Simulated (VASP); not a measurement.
P: single point with r2SCAN

Crystal: P.

```
P
1.0
     4.35267    0.00000    0.00000
    -2.17634    3.76953    0.00000
     0.00000    0.00000    2.43065
P
3
Direct
  0.00000 0.00000 0.00000
  0.33333 0.66667 0.50000
  0.66667 0.33333 0.50000
```

This isn't the form of P at room conditions, which is orthorhombic.

```yaml
Program: VASP 6.6.1
Task: single point
Functional: r2SCAN
Potentials_or_basis: VASP PAW PBE potentials, release 64 (P)
Cutoff: 550 eV
k_mesh: 9 × 9 × 14
Occupations: fermi-dirac, width 0.1 eV
Spin: no spin polarisation
```

The pressure is 9.0 GPa and the band gap on the k mesh is zero (an odd number of electrons rules out a gap without spin polarisation).

Stress tensor (GPa, compression positive):
```
9.62 0.00 0.00
0.00 9.62 0.00
0.00 0.00 7.72
```

Levels at points of the mesh, in eV from the Fermi level:
| k point | band 5 | band 6 | band 7 | band 8 | band 9 | band 10 | band 11 | band 12 |
| --- | --- | --- | --- | --- | --- | --- | --- | --- |
| (0.00, 0.00, 0.00) | -6.79 | -6.55 | -6.55 | 4.71 | 7.33 | 7.33 | 7.65 | 9.99 |
| (0.00, 0.00, 0.50) | -3.79 | -3.71 | -2.96 | -2.96 | -0.86 | -0.86 | -0.19 | -0.19 |

Run time: 2.1 min on 1 thread of AMD EPYC 9R14 (Zen 4), with other jobs on the host, peak memory 0.15 GiB.

Caveat: the cell stands under pressure; the PAW data sets were made with another functional, which shifts forces and pressure a little.
